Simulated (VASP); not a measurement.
# MnS (Fm-3m) in VASP: notebook

Runs on MnS. Level: PBE+U. Tasks: single point.

Program: VASP 6.6.1. These are calculated values, not measurements. Logs are shortened: lines on timing, memory, paths and dates and some standing lists are left out, and cuts for length are marked.

**1. The cell of the first run**

The structure is cubic, space group Fm-3m (No. 225). The conventional cell has a = 5.224 Å, b = 5.224 Å, c = 5.224 Å, α = 90.00°, β = 90.00°, γ = 90.00°. Within 3.4 Å of Mn (site symmetry m-3m) lie 6 S at 2.61 Å. S (site symmetry m-3m) has 6 Mn at 2.61 Å within 3.4 Å.

**2. Single point, PBE+U, collinear spin, ferromagnetic start**

Contents of INCAR:

```
SYSTEM = MnS
PREC     = Accurate       ! precision mode
ENCUT    = 520            ! plane-wave cutoff, eV
EDIFF    = 1E-7           ! SCF threshold, eV
ISMEAR   = -1             ! smearing method
SIGMA    = 0.05           ! smearing width, eV
LREAL    = .False.        ! projectors in reciprocal space
LASPH    = .True.         ! aspherical terms in the spheres
NELM     = 150            ! most SCF steps
ALGO     = Normal         ! electronic algorithm
ISIF     = 2              ! what is computed and relaxed
LWAVE    = .False.        ! write WAVECAR
LCHARG   = .False.        ! write CHGCAR
ISPIN    = 2              ! spin polarisation
MAGMOM   = 4.5 0          ! initial moments
LORBIT   = 11             ! projections on sites
LMAXMIX  = 4              ! l up to which the mixer works
LDAU     = .True.         ! DFT+U
LDAUTYPE = 2            
LDAUL    = 2 -1           ! shell
LDAUU    = 3.9 0          ! U, eV
LDAUJ    = 0 0          
LDAUPRINT= 1            
GGA      = PE             ! functional
NBANDS   = 20             ! bands
```

Contents of KPOINTS:

```
regular mesh
0
Gamma
  7 7 7
  0 0 0
```

Contents of POSCAR:

```
MnS
1.0
    0.0000000000      2.6118000000      2.6118000000
    2.6118000000      0.0000000000      2.6118000000
    2.6118000000      2.6118000000      0.0000000000
Mn S
1 1
Direct
    0.0000000000      0.0000000000      0.0000000000
    0.5000000000      0.5000000000      0.5000000000
```

Potentials or basis: VASP PAW PBE potentials, release 64 (Mn_pv, S).

On the command line:

```console
cat potpaw_PBE.64/Mn_pv/POTCAR potpaw_PBE.64/S/POTCAR > POTCAR
mpirun -np 1 vasp_std > vasp.out
```

OUTCAR:

```text
SYSTEM = MnS
   PREC = Accurate
   ENCUT = 520
   EDIFF = 1E-7
   ISMEAR = -1
   LREAL = .False.
   LASPH = .True.
   NELM = 150
   ISIF = 2
   ISPIN = 2
   LORBIT = 11
   GGA = PE

 ion  position               nearest neighbor table
   1  0.000  0.000  0.000-   2 2.61   2 2.61   2 2.61   2 2.61   2 2.61   2 2.61
   2  0.500  0.500  0.500-   1 2.61   1 2.61   1 2.61   1 2.61   1 2.61   1 2.61

  LATTYP: Found a face centered cubic cell.
 ALAT       =     5.2236000000

  Lattice vectors:

 A1 = (   0.0000000000,   2.6118000000,   2.6118000000)
 A2 = (   2.6118000000,   0.0000000000,   2.6118000000)
 A3 = (   2.6118000000,   2.6118000000,   0.0000000000)

Analysis of symmetry for initial positions (statically):
=====================================================================
 Subroutine PRICEL returns:
 Original cell was already a primitive cell.

 Routine SETGRP: Setting up the symmetry group for a
 face centered cubic supercell.

 Subroutine GETGRP returns: Found 48 space group operations
 (whereof 48 operations were pure point group operations)
 out of a pool of 48 trial point group operations.

The static configuration has the point symmetry O_h .

Analysis of symmetry for dynamics (positions and initial velocities):
=====================================================================
 Subroutine PRICEL returns:
 Original cell was already a primitive cell.

 Routine SETGRP: Setting up the symmetry group for a
 face centered cubic supercell.

 Subroutine GETGRP returns: Found 48 space group operations
 (whereof 48 operations were pure point group operations)
 out of a pool of 48 trial point group operations.

The dynamic configuration has the point symmetry O_h .

Analysis of structural, dynamic, and magnetic symmetry:
=====================================================================
 Subroutine PRICEL returns:
 Original cell was already a primitive cell.

 Routine SETGRP: Setting up the symmetry group for a
 face centered cubic supercell.

 Subroutine GETGRP returns: Found 48 space group operations
 (whereof 48 operations were pure point group operations)
 out of a pool of 48 trial point group operations.

The overall configuration has the point symmetry O_h .

 Subroutine INISYM returns: Found 48 space group operations
 (whereof 48 operations are pure point group operations),
 and found     1 'primitive' translations

----------------------------------------------------------------------------------------

                                     Primitive cell

  volume of cell :      35.6328

  direct lattice vectors                    reciprocal lattice vectors
     0.000000000  2.611800000  2.611800000    -0.191438854  0.191438854  0.191438854
     2.611800000  0.000000000  2.611800000     0.191438854 -0.191438854  0.191438854
     2.611800000  2.611800000  0.000000000     0.191438854  0.191438854 -0.191438854

  length of vectors
     3.693642982  3.693642982  3.693642982     0.331581822  0.331581822  0.331581822

  position of ions in fractional coordinates (direct lattice)
     0.000000000  0.000000000  0.000000000
     0.500000000  0.500000000  0.500000000

  ion indices of the primitive-cell ions
   primitive index   ion index
                 1           1
                 2           2

----------------------------------------------------------------------------------------

 KPOINTS: regular mesh

Automatic generation of k-mesh.
 Grid dimensions read from file:
 generate k-points for:    7    7    7

 Generating k-lattice:

  Cartesian coordinates                     Fractional coordinates (reciprocal lattice)
    -0.027348408  0.027348408  0.027348408     0.142857143  0.000000000  0.000000000
     0.027348408 -0.027348408  0.027348408     0.000000000  0.142857143  0.000000000
     0.027348408  0.027348408 -0.027348408     0.000000000  0.000000000  0.142857143

  Length of vectors
     0.047368832  0.047368832  0.047368832

  Shift w.r.t. Gamma in fractional coordinates (k-lattice)
     0.000000000  0.000000000  0.000000000

 Subroutine IBZKPT returns following result:
 ===========================================

 Found     20 irreducible k-points:

 Following reciprocal coordinates:
            Coordinates               Weight
  0.000000  0.000000  0.000000      1.000000
  0.142857  0.000000  0.000000      8.000000
  0.285714  0.000000  0.000000      8.000000
  0.428571  0.000000  0.000000      8.000000
  0.142857  0.142857  0.000000      6.000000
  0.285714  0.142857  0.000000     24.000000
[... 12 lines left out ...]
 -0.428571  0.428571  0.142857     24.000000
 -0.285714  0.428571  0.142857     24.000000
   k-points           NKPTS =     20   k-points in BZ     NKDIM =     20   number of bands    NBANDS=     20
   number of dos      NEDOS =    301   number of ions     NIONS =      2
   total plane-waves  NPLWV =  21952
   dimension x,y,z NGX =    28 NGY =   28 NGZ =   28
   dimension x,y,z NGXF=    56 NGYF=   56 NGZF=   56
   ions per type =               1   1
   NGX,Y,Z   is equivalent  to a cutoff of  12.60, 12.60, 12.60 a.u.
   NGXF,Y,Z  is equivalent  to a cutoff of  25.20, 25.20, 25.20 a.u.
 SYSTEM =  MnS
   PREC   = accura    normal or accurate (medium, high low for compatibility)
   ISTART =      0    job   : 0-new  1-cont  2-samecut
   ICHARG =      2    charge: 1-file 2-atom 10-const
   ISPIN  =      2    spin polarized calculation?
   LNONCOLLINEAR =      F non collinear calculations
   LSORBIT =      F    spin-orbit coupling
   LASPH  =      T    aspherical Exc in radial PAW
   ENCUT  =  520.0 eV  38.22 Ry    6.18 a.u.   6.87  6.87  6.87*2*pi/ulx,y,z
   NELM   =    150;   NELMIN=  2; NELMDL= -5     # of ELM steps
   EDIFF  = 0.1E-06   stopping-criterion for ELM
   LREAL  =      F    real-space projection
   EDIFFG = 0.1E-05   stopping-criterion for IOM
   NSW    =      0    number of steps for IOM
   IBRION =     -1    ionic relax: 0-MD 1-quasi-New 2-CG
   NFREE  =      0    steps in history (QN), initial steepest desc. (CG)
   ISIF   =      2    stress and relaxation
   ISYM   =      2    0-nonsym 1-usesym 2-fastsym
   POTIM  = 0.5000    time-step for ionic-motion
   TEBEG  =    0.0;   TEEND  =   0.0 temperature during run
   PSTRESS=    0.0 pullay stress
   NELECT =      19.0000    total number of electrons
   NUPDOWN=      -1.0000    fix difference up-down
   EMIN   =  10.00;   EMAX   =-10.00  energy-range for DOS
   EFERMI =   0.00;   METHOD = LEGACY
   ISMEAR =    -1;   SIGMA  =   0.05  broadening in eV -4-tet -1-fermi 0-gaus
   EFERMI_NEDOS =   21; number of points for ismear=-14 and -15
   IALGO  =     38    algorithm
   IMIX   =      4    mixing-type and parameters
     AMIX     =   0.40;   BMIX     =  1.00
     AMIX_MAG =   1.60;   BMIX_MAG =  1.00
  volume/ion in A,a.u.               =      17.82       120.23
  Fermi-wavevector in a.u.,A,eV,Ry     =   1.327525  2.508659 23.977863  1.762323
  Thomas-Fermi vector in A             =   2.456831
   LORBIT       =     11    0 simple, 1 ext, 2 COOP (PROOUT), +10 PAW based schemes
 LDA+U is selected, type is set to LDAUTYPE =  2
   angular momentum for each species LDAUL =     2   -1
   U (eV)           for each species LDAUU =   3.9  0.0
   J (eV)           for each species LDAUJ =   0.0  0.0
   GGA     = PE    functional components
   LHFCALC =     F    Hartree Fock is set to
   AEXX    =    0.0000 exact exchange contribution
   IVDW    =     0    specifies the selected vdW correction
   LEPSILON=     F    determine dielectric tensor
   LRPA    =     F    only Hartree local field effects (RPA)
 spin polarized calculation
  energy-cutoff  :      520.00
  volume of cell :       35.63
 maximum number of plane-waves:       975
   NGX = 13   NGY = 13   NGZ = 13

atom =   1  type =  1  l = 2

 onsite density matrix

spin component  1

  0.9337  0.0000  0.0000 -0.0000  0.0000
  0.0000  0.9337  0.0000 -0.0000  0.0000
  0.0000  0.0000  0.9553 -0.0000  0.0000
 -0.0000 -0.0000 -0.0000  0.9337 -0.0000
  0.0000  0.0000  0.0000 -0.0000  0.9553

spin component  2

  0.0147 -0.0000 -0.0000  0.0000  0.0000
 -0.0000  0.0147 -0.0000  0.0000 -0.0000
 -0.0000 -0.0000  0.0757  0.0000 -0.0000
  0.0000  0.0000  0.0000  0.0147  0.0000
  0.0000 -0.0000 -0.0000  0.0000  0.0757

 occupancies and eigenvectors

  o =  0.0147  v =  0.0000  0.0000  0.0000  0.0000  0.0000  1.0000  0.0054  0.0000 -0.0010 -0.0000      0.0000  0.0000  0.0000  0.0000  0.0000  0.0000  0.0000  0.0000  0.0000  0.0000
  o =  0.0147  v =  0.0000  0.0000  0.0000  0.0000  0.0000  0.0054 -1.0000  0.0000  0.0077 -0.0000      0.0000  0.0000  0.0000  0.0000  0.0000  0.0000  0.0000  0.0000  0.0000  0.0000
  o =  0.0147  v =  0.0000  0.0000  0.0000  0.0000  0.0000  0.0010  0.0078 -0.0000  1.0000  0.0000      0.0000  0.0000  0.0000  0.0000  0.0000  0.0000  0.0000  0.0000  0.0000  0.0000
  o =  0.0757  v =  0.0000  0.0000  0.0000  0.0000  0.0000 -0.0000 -0.0000  0.9999 -0.0000  0.0161      0.0000  0.0000  0.0000  0.0000  0.0000  0.0000  0.0000  0.0000  0.0000  0.0000
  o =  0.0757  v =  0.0000  0.0000  0.0000  0.0000  0.0000  0.0000 -0.0000 -0.0161  0.0000  0.9999      0.0000  0.0000  0.0000  0.0000  0.0000  0.0000  0.0000  0.0000  0.0000  0.0000
  o =  0.9337  v =  0.0000  0.0377 -0.0000  0.9993  0.0000  0.0000  0.0000  0.0000  0.0000  0.0000      0.0000  0.0000  0.0000  0.0000  0.0000  0.0000  0.0000  0.0000  0.0000  0.0000
  o =  0.9337  v =  1.0000  0.0000  0.0000  0.0000  0.0000  0.0000  0.0000  0.0000  0.0000  0.0000      0.0000  0.0000  0.0000  0.0000  0.0000  0.0000  0.0000  0.0000  0.0000  0.0000
  o =  0.9337  v =  0.0000 -0.9993  0.0000  0.0377 -0.0000  0.0000  0.0000  0.0000  0.0000  0.0000      0.0000  0.0000  0.0000  0.0000  0.0000  0.0000  0.0000  0.0000  0.0000  0.0000
  o =  0.9553  v =  0.0000  0.0000  0.9581  0.0000 -0.2863  0.0000  0.0000  0.0000  0.0000  0.0000      0.0000  0.0000  0.0000  0.0000  0.0000  0.0000  0.0000  0.0000  0.0000  0.0000
  o =  0.9553  v =  0.0000  0.0000 -0.2863  0.0000 -0.9581  0.0000  0.0000  0.0000  0.0000  0.0000      0.0000  0.0000  0.0000  0.0000  0.0000  0.0000  0.0000  0.0000  0.0000  0.0000

 number of electron      18.9999987 magnetization       4.9999204

 Free energy of the ion-electron system (eV)
  ---------------------------------------------------
  ext. energy  EPLUGINS =         0.00000000
  ---------------------------------------------------
  free energy    TOTEN  =       -12.97487449 eV

  energy without entropy =      -12.97484262  energy(sigma->0) =      -12.97485856

 E-fermi :   6.6634     XC(G=0): -10.5591

 val. band max:        6.2707273338   @ k =  -0.2857   0.1429   0.0000
 cond. band min:       6.9677640176   @ k =   0.4286   0.4286   0.0000
 fundamental gap:      0.6970366839
 Fermi energy:         6.6633736990

 spin component 1

 k-point     1 :       0.0000    0.0000    0.0000
  band No.  band energies     occupation
      1     -44.3689      1.00000
      2     -44.3689      1.00000
      3     -44.3689      1.00000
      4      -7.7760      1.00000
      5       1.4668      1.00000
      6       1.4668      1.00000
[... 436 lines left out ...]
      6       0.8243      1.00000
[... 12 lines left out ...]
     19      21.9611      0.00000
     20      23.1178      0.00000
 Fermi energy:         6.6633736990

 spin component 2

 k-point     1 :       0.0000    0.0000    0.0000
  band No.  band energies     occupation
      1     -39.4744      1.00000
      2     -39.4744      1.00000
      3     -39.4744      1.00000
      4      -7.4997      1.00000
      5       5.0901      1.00000
      6       5.0901      1.00000
[... 449 lines left out ...]
     19      22.6023      0.00000
     20      24.1290      0.00000

------------------------ aborting loop because EDIFF is reached ----------------------------------------

  FORCE on cell =-STRESS in cart. coord.  units (eV):
  Direction    XX          YY          ZZ          XY          YZ          ZX
  --------------------------------------------------------------------------------------
  -------------------------------------------------------------------------------------
  Total        0.7663207      0.7663207      0.7663207      0.0000000     -0.0000000      0.0000000
  in kB       34.4565161     34.4565161     34.4565161      0.0000000     -0.0000000      0.0000000
  external PRESSURE =      34.4565161 kB  Pullay stress =       0.0000000 kB

 VOLUME and BASIS-vectors are now :
 -----------------------------------------------------------------------------
  energy-cutoff  :      520.00
  volume of cell :       35.63
      direct lattice vectors                 reciprocal lattice vectors
     0.000000000  2.611800000  2.611800000    -0.191438854  0.191438854  0.191438854
     2.611800000  0.000000000  2.611800000     0.191438854 -0.191438854  0.191438854
     2.611800000  2.611800000  0.000000000     0.191438854  0.191438854 -0.191438854

 POSITION                                       TOTAL-FORCE (eV/Angst)
 -----------------------------------------------------------------------------------
      0.00000      0.00000      0.00000         0.000000      0.000000      0.000000
      2.61180      2.61180      2.61180         0.000000      0.000000      0.000000
 -----------------------------------------------------------------------------------
    total drift:                               -0.000000      0.000000      0.000000

  FREE ENERGIE OF THE ION-ELECTRON SYSTEM (eV)
  ---------------------------------------------------
  free  energy   TOTEN  =       -12.9748744915 eV

  energy  without entropy=      -12.9748426215  energy(sigma->0) =      -12.97485856

 total charge

# of ion       s       p       d       tot
------------------------------------------
    1        0.217   6.168   4.890  11.275
    2        1.321   2.461   0.000   3.782
--------------------------------------------------
tot          1.538   8.629   4.890  15.057

 magnetization (x)

# of ion       s       p       d       tot
------------------------------------------
    1        0.048   0.038   4.506   4.592
    2        0.021   0.065   0.000   0.086
--------------------------------------------------
tot          0.069   0.103   4.506   4.678
```

Run time: 31 s. Hardware: 1 thread of AMD EPYC 7R13, shared host; peak memory 0.15 GiB.

What came out:

- Free energy: -12.9749 eV
- Pressure: 3.4 GPa
- Band gap on the k mesh: 0.70 eV (least direct gap 2.64 eV)
- Net moment: 5.00 μB per cell
- Site moments: Mn +4.59; S +0.09 μB
- Valence electrons inside the program's atomic spheres: Mn 11.28; S 3.78

Eigenvalues of the final occupation matrices:
```csv
site,spin,trace,eigenvalues
site 1 d,1,4.71,0.93 0.93 0.93 0.96 0.96
site 1 d,2,0.20,0.01 0.01 0.01 0.08 0.08
```

Caveat: the cell stands under pressure; semilocal functionals underestimate gaps, and a narrow one can read as zero; an odd mesh through Γ misses points on the zone boundary, where band edges can lie; a cell with one magnetic atom can't hold antiferromagnetic order, which such compounds often take.

(Part 1 of 2 ends here.)
